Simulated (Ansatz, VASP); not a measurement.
# One calculation of SiC, two programs

File INCAR:

```
SYSTEM = SiC
ALGO     = Normal         ! electronic algorithm
EDIFF    = 1E-7           ! SCF threshold, eV
ENCUT    = 520            ! plane-wave cutoff, eV
GGA      = RE             ! functional
ISIF     = 2              ! what is computed and relaxed
ISMEAR   = -1             ! smearing method
IVDW     = 12             ! dispersion correction
LASPH    = .True.         ! aspherical terms in the spheres
LCHARG   = .True.         ! write CHGCAR
LELF     = .True.         ! ELF
LREAL    = .False.        ! projectors in reciprocal space
LVHAR    = .True.       
LWAVE    = .False.        ! write WAVECAR
NBANDS   = 16             ! bands
NELM     = 80             ! most SCF steps
PREC     = Accurate       ! precision mode
SIGMA    = 0.05           ! smearing width, eV
```

KPOINTS

```
k-points
0
Gamma
  10 10 5
  0 0 0
```

The input POSCAR:

```
SiC
1.0
    3.0132068704      0.0000000000      0.0000000000
   -1.5066034352      2.6095136966      0.0000000000
    0.0000000000      0.0000000000      4.9449506768
Si C
2 2
Direct
    0.6666666667      0.3333333333      0.5000000000
    0.3333333333      0.6666666667      0.0000000000
    0.6666666667      0.3333333333      0.8850000000
    0.3333333333      0.6666666667      0.3850000000
```

The input input.yaml:

```yaml
crystal:
  lattice:
    - [3.0132068704, 0.0, 0.0]
    - [-1.5066034352, 2.6095136966, 0.0]
    - [0.0, 0.0, 4.9449506768]
  atoms:
    - { symbol: Si, position: [0.6666666667, 0.3333333333, 0.5] }
    - { symbol: Si, position: [0.3333333333, 0.6666666667, 0.0] }
    - { symbol: C, position: [0.6666666667, 0.3333333333, 0.885] }
    - { symbol: C, position: [0.3333333333, 0.6666666667, 0.385] }
hamiltonian:
  xc: revpbe
  pseudopotentials: { kind: paw }
  dispersion: d3bj
kpoints:
  mp_grid: { grid: [10, 10, 5] }
scf:
  occupations: { method: fermi_dirac, width: 0.05 }
output:
  forces: true
  stress: true
  eigenvalues: true
```

Alike in both runs: task single point; functional revPBE; dispersion D3(BJ); k mesh 10 × 10 × 5; occupations fermi-dirac, width 0.05 eV; no spin polarisation.

```csv
,VASP,Ansatz
version,VASP 6.6.1,Ansatz 0.2.0
potentials or method,"VASP PAW PBE potentials, release 64 (Si, C)",Ansatz PAW
plane-wave cutoff (eV),520,420
valence electrons in the cell,16,16
```

|  | VASP | Ansatz | Ansatz less VASP |
| --- | --- | --- | --- |
| gap on the k mesh at the Fermi level (eV) | 2.40 | 2.40 | +0.006 |
| least direct gap on the mesh (eV) | 4.22 | 4.24 | +0.014 |
| pressure (GPa) | 11.1 | 11.6 | +0.51 |
| traceless stress, the component that is largest in VASP (GPa) | -5.19 | -5.23 | -0.037 |
| rms of the force components (eV/Å) | 0.498 | 0.499 | +0.0016 |

VASP's potentials were made for PBE, not for revPBE. Atom by atom the forces differ by 0.002 eV/Å (rms over components).

Noted on Ansatz's run: odd divisions of the mesh miss points on the zone boundary, where band edges often lie, so the gap on the mesh can be too wide.
